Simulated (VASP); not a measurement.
# BaTiO3 (Pm-3m) in VASP: notebook

The runs below take BaTiO3 through single point, with PBE.

All numbers are computed with VASP 6.6.1; they aren't measurements. Logs are shortened: lines on timing, memory, paths and dates and some standing lists are left out, and cuts for length are marked.

## (1) The cell of the first run

It takes space group Pm-3m (No. 221, cubic). Conventional cell: a = 3.868 Å, b = 3.868 Å, c = 3.868 Å, α = 90.00°, β = 90.00°, γ = 90.00°. Ba (site symmetry m-3m) has 12 O at 2.73 Å and 8 Ti at 3.35 Å within 3.6 Å. Ti (site symmetry m-3m) has 6 O at 1.93 Å within 2.6 Å. O (site symmetry 4/mmm) has 2 Ti at 1.93 Å within 2.6 Å.

## (2) Single point, PBE

The input, INCAR:

```
SYSTEM = BaTiO3
PREC = Accurate
ENCUT = 520
EDIFF = 1E-6
ISMEAR = 0
SIGMA = 0.01
LREAL = .FALSE.
LASPH = .TRUE.
NELM = 60
ALGO = Normal
ISIF = 2
LWAVE = .FALSE.
LCHARG = .FALSE.
GGA = PE
NBANDS = 28
```

The input, KPOINTS:

```
regular mesh
0
G
  6 6 6
  0 0 0
```

The input, POSCAR:

```
BaTiO3
1.0
    3.8677504747      0.0000000000      0.0000000000
    0.0000000000      3.8677504747      0.0000000000
    0.0000000000      0.0000000000      3.8677504747
Ba Ti O
1 1 3
Direct
    0.5000000000      0.5000000000      0.5000000000
    0.0000000000      0.0000000000      0.0000000000
    0.5000000000      0.0000000000      0.0000000000
    0.0000000000      0.5000000000      0.0000000000
    0.0000000000      0.0000000000      0.5000000000
```

Potentials or basis: VASP PAW PBE potentials, release 64 (Ba_sv, Ti_sv, O).

The run is started by

```bash
$ cat potpaw_PBE.64/Ba_sv/POTCAR potpaw_PBE.64/Ti_sv/POTCAR potpaw_PBE.64/O/POTCAR > POTCAR
$ mpirun -np 1 vasp_std > vasp.out
```

OUTCAR:

```text
SYSTEM = BaTiO3
   PREC = Accurate
   ENCUT = 520
   EDIFF = 1E-6
   ISMEAR = 0
   LREAL = .FALSE.
   LASPH = .TRUE.
   NELM = 60
   ISIF = 2
   GGA = PE

 ion  position               nearest neighbor table
   1  0.500  0.500  0.500-   3 2.73   4 2.73   5 2.73   3 2.73   4 2.73   3 2.73   5 2.73   3 2.73
                             4 2.73   5 2.73   4 2.73   5 2.73   2 3.35   2 3.35   2 3.35   2 3.35
   2  0.000  0.000  0.000-   3 1.93   4 1.93   5 1.93   5 1.93   4 1.93   3 1.93   1 3.35   1 3.35
                             1 3.35   1 3.35   1 3.35   1 3.35   1 3.35   1 3.35
   3  0.500  0.000  0.000-   2 1.93   2 1.93   1 2.73   1 2.73   1 2.73   1 2.73
   4  0.000  0.500  0.000-   2 1.93   2 1.93   1 2.73   1 2.73   1 2.73   1 2.73
   5  0.000  0.000  0.500-   2 1.93   2 1.93   1 2.73   1 2.73   1 2.73   1 2.73

  LATTYP: Found a simple cubic cell.
 ALAT       =     3.8677504747

  Lattice vectors:

 A1 = (   3.8677504747,   0.0000000000,   0.0000000000)
 A2 = (   0.0000000000,   3.8677504747,   0.0000000000)
 A3 = (   0.0000000000,   0.0000000000,   3.8677504747)

Analysis of symmetry for initial positions (statically):
=====================================================================
 Subroutine PRICEL returns:
 Original cell was already a primitive cell.

 Routine SETGRP: Setting up the symmetry group for a
 simple cubic supercell.

 Subroutine GETGRP returns: Found 48 space group operations
[... 9 lines left out ...]

 Routine SETGRP: Setting up the symmetry group for a
 simple cubic supercell.

 Subroutine GETGRP returns: Found 48 space group operations
[... 11 lines left out ...]
                                     Primitive cell

  volume of cell :      57.8596

  direct lattice vectors                    reciprocal lattice vectors
     3.867750475  0.000000000  0.000000000     0.258548220  0.000000000  0.000000000
     0.000000000  3.867750475  0.000000000     0.000000000  0.258548220  0.000000000
     0.000000000  0.000000000  3.867750475     0.000000000  0.000000000  0.258548220

  length of vectors
     3.867750475  3.867750475  3.867750475     0.258548220  0.258548220  0.258548220

  position of ions in fractional coordinates (direct lattice)
     0.500000000  0.500000000  0.500000000
     0.000000000  0.000000000  0.000000000
     0.500000000  0.000000000  0.000000000
     0.000000000  0.500000000  0.000000000
     0.000000000  0.000000000  0.500000000

  ion indices of the primitive-cell ions
   primitive index   ion index
                 1           1
                 2           2
                 3           3
                 4           4
                 5           5

----------------------------------------------------------------------------------------

 KPOINTS: regular mesh

Automatic generation of k-mesh.
 Grid dimensions read from file:
 generate k-points for:    6    6    6

 Generating k-lattice:

  Cartesian coordinates                     Fractional coordinates (reciprocal lattice)
     0.043091370  0.000000000  0.000000000     0.166666667  0.000000000  0.000000000
     0.000000000  0.043091370  0.000000000     0.000000000  0.166666667  0.000000000
     0.000000000  0.000000000  0.043091370     0.000000000  0.000000000  0.166666667

  Length of vectors
     0.043091370  0.043091370  0.043091370

  Shift w.r.t. Gamma in fractional coordinates (k-lattice)
     0.000000000  0.000000000  0.000000000

 Subroutine IBZKPT returns following result:
 ===========================================

 Found     20 irreducible k-points:

 Following reciprocal coordinates:
            Coordinates               Weight
  0.000000  0.000000  0.000000      1.000000
  0.166667  0.000000  0.000000      6.000000
  0.333333  0.000000  0.000000      6.000000
  0.500000  0.000000  0.000000      3.000000
  0.166667  0.166667  0.000000     12.000000
  0.333333  0.166667  0.000000     24.000000
[... 12 lines left out ...]
  0.500000  0.500000  0.333333      6.000000
  0.500000  0.500000  0.500000      1.000000
   k-points           NKPTS =     20   k-points in BZ     NKDIM =     20   number of bands    NBANDS=     28
   number of dos      NEDOS =    301   number of ions     NIONS =      5
   total plane-waves  NPLWV =  27000
   dimension x,y,z NGX =    30 NGY =   30 NGZ =   30
   dimension x,y,z NGXF=    60 NGYF=   60 NGZF=   60
   ions per type =               1   1   3
   NGX,Y,Z   is equivalent  to a cutoff of  12.89, 12.89, 12.89 a.u.
   NGXF,Y,Z  is equivalent  to a cutoff of  25.79, 25.79, 25.79 a.u.
 SYSTEM =  BaTiO3
   PREC   = accura    normal or accurate (medium, high low for compatibility)
   ISTART =      0    job   : 0-new  1-cont  2-samecut
   ICHARG =      2    charge: 1-file 2-atom 10-const
   ISPIN  =      1    spin polarized calculation?
   LNONCOLLINEAR =      F non collinear calculations
   LSORBIT =      F    spin-orbit coupling
   LASPH  =      T    aspherical Exc in radial PAW
   ENCUT  =  520.0 eV  38.22 Ry    6.18 a.u.   7.19  7.19  7.19*2*pi/ulx,y,z
   NELM   =     60;   NELMIN=  2; NELMDL= -5     # of ELM steps
   EDIFF  = 0.1E-05   stopping-criterion for ELM
   LREAL  =      F    real-space projection
   EDIFFG = 0.1E-04   stopping-criterion for IOM
   NSW    =      0    number of steps for IOM
   IBRION =     -1    ionic relax: 0-MD 1-quasi-New 2-CG
   NFREE  =      0    steps in history (QN), initial steepest desc. (CG)
   ISIF   =      2    stress and relaxation
   ISYM   =      2    0-nonsym 1-usesym 2-fastsym
   POTIM  = 0.5000    time-step for ionic-motion
   TEBEG  =    0.0;   TEEND  =   0.0 temperature during run
   PSTRESS=    0.0 pullay stress
   NELECT =      40.0000    total number of electrons
   NUPDOWN=      -1.0000    fix difference up-down
   EMIN   =  10.00;   EMAX   =-10.00  energy-range for DOS
   EFERMI =   0.00;   METHOD = LEGACY
   ISMEAR =     0;   SIGMA  =   0.01  broadening in eV -4-tet -1-fermi 0-gaus
   EFERMI_NEDOS =   21; number of points for ismear=-14 and -15
   IALGO  =     38    algorithm
   IMIX   =      4    mixing-type and parameters
     AMIX     =   0.40;   BMIX     =  1.00
     AMIX_MAG =   1.60;   BMIX_MAG =  1.00
  volume/ion in A,a.u.               =      11.57        78.09
  Fermi-wavevector in a.u.,A,eV,Ry     =   1.447559  2.735491 28.510030  2.095428
  Thomas-Fermi vector in A             =   2.565500
   LORBIT       =      0    0 simple, 1 ext, 2 COOP (PROOUT), +10 PAW based schemes
   GGA     = PE    functional components
   LHFCALC =     F    Hartree Fock is set to
   AEXX    =    0.0000 exact exchange contribution
   IVDW    =     0    specifies the selected vdW correction
   LEPSILON=     F    determine dielectric tensor
   LRPA    =     F    only Hartree local field effects (RPA)
 non-spin polarized calculation
 Gauss-broadening in eV      SIGMA  =   0.01
  energy-cutoff  :      520.00
  volume of cell :       57.86
 maximum number of plane-waves:      1596
 NGX is ok and might be reduce to    30
   NGX = 15   NGY = 15   NGZ = 15

 number of electron      40.0000026 magnetization

 Free energy of the ion-electron system (eV)
  ---------------------------------------------------
  ext. energy  EPLUGINS =         0.00000000
  ---------------------------------------------------
  free energy    TOTEN  =       -39.39616402 eV

  energy without entropy =      -39.39616402  energy(sigma->0) =      -39.39616402

 E-fermi :   4.7898     XC(G=0): -11.8111

 val. band max:        4.6665934023   @ k =   0.5000   0.5000   0.5000
 cond. band min:       6.6079991620   @ k =   0.0000   0.0000   0.0000
 fundamental gap:      1.9414057597
 Fermi energy:         4.7897941238

 k-point     1 :       0.0000    0.0000    0.0000
  band No.  band energies     occupation
      1     -51.5262      2.00000
      2     -27.8028      2.00000
      3     -27.8028      2.00000
      4     -27.8028      2.00000
      5     -19.9566      2.00000
      6     -12.4363      2.00000
[... 20 lines left out ...]
     27       9.8496      0.00000
     28      13.2598      0.00000

 k-point     2 :       0.1667    0.0000    0.0000
  band No.  band energies     occupation
      1     -51.5258      2.00000
      2     -27.8251      2.00000
      3     -27.8019      2.00000
      4     -27.8019      2.00000
      5     -19.9059      2.00000
      6     -12.5050      2.00000
[... 20 lines left out ...]
     27      10.4750      0.00000
     28      13.6981      0.00000

 k-point     3 :       0.3333    0.0000    0.0000
  band No.  band energies     occupation
      1     -51.5248      2.00000
      2     -27.8692      2.00000
      3     -27.8001      2.00000
      4     -27.8001      2.00000
      5     -19.8007      2.00000
      6     -12.7599      2.00000
[... 20 lines left out ...]
     27      11.9123      0.00000
     28      13.4173      0.00000

 k-point     4 :       0.5000    0.0000    0.0000
  band No.  band energies     occupation
      1     -51.5243      2.00000
      2     -27.8911      2.00000
      3     -27.7992      2.00000
      4     -27.7992      2.00000
      5     -19.7461      2.00000
      6     -12.9054      2.00000
[... 20 lines left out ...]
     27      12.8579      0.00000
     28      13.2918      0.00000

 k-point     5 :       0.1667    0.1667    0.0000
  band No.  band energies     occupation
      1     -51.5253      2.00000
      2     -27.8247      2.00000
      3     -27.8232      2.00000
      4     -27.8010      2.00000
      5     -19.8601      2.00000
      6     -12.4970      2.00000
[... 20 lines left out ...]
     27      11.0425      0.00000
     28      13.8876      0.00000

 k-point     6 :       0.3333    0.1667    0.0000
  band No.  band energies     occupation
      1     -51.5244      2.00000
      2     -27.8677      2.00000
      3     -27.8218      2.00000
      4     -27.7992      2.00000
      5     -19.7657      2.00000
      6     -12.6369      2.00000
[... 339 lines left out ...]
      5     -19.6055      2.00000
      6     -11.9743      2.00000
[... 20 lines left out ...]
     27      13.1084      0.00000
     28      13.1449      0.00000

 k-point    18 :       0.5000    0.3333    0.3333
  band No.  band energies     occupation
      1     -51.5216      2.00000
      2     -27.8820      2.00000
      3     -27.8602      2.00000
      4     -27.8596      2.00000
      5     -19.5753      2.00000
      6     -11.8559      2.00000
[... 20 lines left out ...]
     27      12.9756      0.00000
     28      13.2915      0.00000

 k-point    19 :       0.5000    0.5000    0.3333
  band No.  band energies     occupation
      1     -51.5212      2.00000
      2     -27.8807      2.00000
      3     -27.8807      2.00000
      4     -27.8588      2.00000
      5     -19.5474      2.00000
      6     -11.6314      2.00000
[... 20 lines left out ...]
     27      12.9662      0.00000
     28      13.5186      0.00000

 k-point    20 :       0.5000    0.5000    0.5000
  band No.  band energies     occupation
      1     -51.5207      2.00000
      2     -27.8796      2.00000
      3     -27.8796      2.00000
      4     -27.8796      2.00000
      5     -19.5206      2.00000
      6     -11.4263      2.00000
[... 20 lines left out ...]
     27      13.5188      0.00000
     28      13.5188      0.00000

------------------------ aborting loop because EDIFF is reached ----------------------------------------

  FORCE on cell =-STRESS in cart. coord.  units (eV):
  Direction    XX          YY          ZZ          XY          YZ          ZX
  --------------------------------------------------------------------------------------
  -------------------------------------------------------------------------------------
  Total        9.7349414      9.7349414      9.7349414     -0.0000000     -0.0000000      0.0000000
  in kB      269.5681502    269.5681502    269.5681502     -0.0000000     -0.0000000      0.0000000
  external PRESSURE =     269.5681502 kB  Pullay stress =       0.0000000 kB

 VOLUME and BASIS-vectors are now :
 -----------------------------------------------------------------------------
  energy-cutoff  :      520.00
  volume of cell :       57.86
      direct lattice vectors                 reciprocal lattice vectors
     3.867750475  0.000000000  0.000000000     0.258548220  0.000000000  0.000000000
     0.000000000  3.867750475  0.000000000     0.000000000  0.258548220  0.000000000
     0.000000000  0.000000000  3.867750475     0.000000000  0.000000000  0.258548220

 POSITION                                       TOTAL-FORCE (eV/Angst)
 -----------------------------------------------------------------------------------
      1.93388      1.93388      1.93388         0.000000      0.000000      0.000000
      0.00000      0.00000      0.00000         0.000000      0.000000      0.000000
      1.93388      0.00000      0.00000         0.000000      0.000000      0.000000
      0.00000      1.93388      0.00000         0.000000      0.000000      0.000000
      0.00000      0.00000      1.93388         0.000000      0.000000      0.000000
 -----------------------------------------------------------------------------------
    total drift:                                0.000000     -0.000000      0.000000

  FREE ENERGIE OF THE ION-ELECTRON SYSTEM (eV)
  ---------------------------------------------------
  free  energy   TOTEN  =       -39.3961640200 eV

  energy  without entropy=      -39.3961640200  energy(sigma->0) =      -39.39616402
```

Wall time 17 s (1 thread of Intel Xeon 6975P-C (Granite Rapids), shared host); peak memory 0.18 GiB.

What came out:

| Quantity | Value |
| --- | --- |
| Free energy | -39.3962 eV |
| Pressure | 27.0 GPa |
| Band gap on the k mesh | 1.94 eV, indirect (least direct gap 1.97 eV) |

Caveat: spin-orbit coupling is left out, which moves the levels of the heavy elements. A k mesh can miss the band edges.

## (3) Single point, PBE

This run uses another cell than the first one, of 11.89 Å³/atom, 1.028 times its volume.

The input, INCAR:

```
SYSTEM = BaTiO3
  PREC = Accurate
  ENCUT = 520
  EDIFF = 1E-7
  ISMEAR = 0
  SIGMA = 0.01
  LREAL = .FALSE.
  LASPH = .TRUE.
  NELM = 100
  ALGO = Normal
  ISIF = 2
  LWAVE = .FALSE.
  LCHARG = .FALSE.
  GGA = PE
  NBANDS = 28
```

KPOINTS is that of step 2.

POSCAR: that of step 2 with these lines changed.

```diff
@@ -2,5 +2,5 @@
 1.0
-    3.8677504747      0.0000000000      0.0000000000
-    0.0000000000      3.8677504747      0.0000000000
-    0.0000000000      0.0000000000      3.8677504747
+    3.9032364062      0.0000000000      0.0000000000
+    0.0000000000      3.9032364062      0.0000000000
+    0.0000000000      0.0000000000      3.9032364062
 Ba Ti O
```

Potentials or basis: VASP PAW PBE potentials, release 64 (Ba_sv, Ti_sv, O).

The run is started by

```bash
$ cat potpaw_PBE.64/Ba_sv/POTCAR potpaw_PBE.64/Ti_sv/POTCAR potpaw_PBE.64/O/POTCAR > POTCAR
$ mpirun -np 1 vasp_std > vasp.out
```

It took 17 s on 1 thread of Intel Xeon 6975P-C (Granite Rapids), shared host; peak memory 0.18 GiB.

It converged, with:

* Free energy: -39.6319 eV
* Pressure: 19.8 GPa
* Band gap on the k mesh: 1.89 eV, indirect (least direct gap 1.96 eV)

Levels at points of the mesh, in eV from the valence-band top:
```
           k point  band 18  band 19  band 20  band 21  band 22  band 23
(0.00, 0.00, 0.00)    -0.07    -0.07    -0.07     1.89     1.89     1.89
(0.50, 0.00, 0.00)    -1.91    -0.70    -0.70     2.09     3.88     3.88
(0.50, 0.50, 0.00)    -0.82    -0.82    -0.10     3.89     3.89     4.33
(0.50, 0.50, 0.50)     0.00     0.00     0.00     4.65     4.65     4.65
```

Caveat: spin-orbit coupling is left out, which moves the levels of the heavy elements. A k mesh can miss the band edges.
